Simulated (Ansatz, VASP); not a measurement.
# SiSn5: VASP beside Ansatz

Contents of INCAR:

```
  PREC = Accurate
  ENCUT = 600
  EDIFF = 1E-6
  ISMEAR = 0
  SIGMA = 0.1
  LREAL = F
  LASPH = T
  NELM = 100
  ALGO = Normal
  ISIF = 3
  LWAVE = F
  LCHARG = F
  GGA = PE
  IBRION = 2
  NSW = 90
  EDIFFG = -0.04
```

File KPOINTS:

```
regular mesh
0
Gamma
  6 6 1
```

File POSCAR:

```
SiSn5
1.0
    3.1707991900      0.0000000000      0.0000000000
   -1.5853995900      2.7459926500      0.0000000000
    0.0000000000      0.0000000000     17.8653885700
Si Sn
1 5
Direct
    0.0000000000      0.0000000000      0.0000000000
    0.0000000000      0.0000000000      0.8333333300
    0.0000000000      0.0000000000      0.1666666700
    0.0000000000      0.0000000000      0.3333333300
    0.0000000000      0.0000000000      0.5000000000
    0.0000000000      0.0000000000      0.6666666700
```

Input for Ansatz:

```yaml
crystal:
  lattice:
    - [3.17079919, 0.0, 0.0]
    - [-1.58539959, 2.74599265, 0.0]
    - [0.0, 0.0, 17.86538857]
  atoms:
    - { symbol: Si, position: [0.0, 0.0, 0.0] }
    - { symbol: Sn, position: [0.0, 0.0, 0.83333333] }
    - { symbol: Sn, position: [0.0, 0.0, 0.16666667] }
    - { symbol: Sn, position: [0.0, 0.0, 0.33333333] }
    - { symbol: Sn, position: [0.0, 0.0, 0.5] }
    - { symbol: Sn, position: [0.0, 0.0, 0.66666667] }
basis:
  ecutwfc: 420
kpoints:
  mp_grid: { grid: [6, 6, 1] }
hamiltonian:
  xc: pbe
scf:
  occupations: { method: gaussian, width: 0.1 }
  lower_state_search: "off"
output:
  forces: true
  stress: true
  eigenvalues: true
relax:
  adjacent_minimum: "off"
  f_tol: 0.04
  max_steps: 70
  cell: { stress_tol: 0.4 }
```

Alike in both runs: task relaxation of cell and atoms; functional PBE; k mesh 6 × 6 × 1; occupations gaussian, width 0.1 eV; no spin polarisation.

|  | VASP | Ansatz |
| --- | --- | --- |
| version | VASP 6.6.1 | Ansatz 0.2.0 |
| potentials or method | VASP PAW PBE potentials, release 64 (Si, Sn_d), cutoff 600 eV | scalar-relativistic, plane waves, PAW |
| valence electrons in the cell | 74 | 74 |

|  | VASP | Ansatz | Ansatz less VASP |
| --- | --- | --- | --- |
| gap on the k mesh at the Fermi level, each at its own relaxed structure (eV) | none | none | - |
| relaxed volume (Å³/atom) | 26.58 | 26.65 | +0.063 |
| relaxed cell length with the largest relative difference (Å) | 18.233 | 18.262 | +0.0292 |

A gap of «none» marks a metal or a gap that the smearing closes.

The k mesh is coarse, so the values compare programs but aren't converged. Noted on VASP's run: too few bands were computed for a metal, which touches its energy and stress.
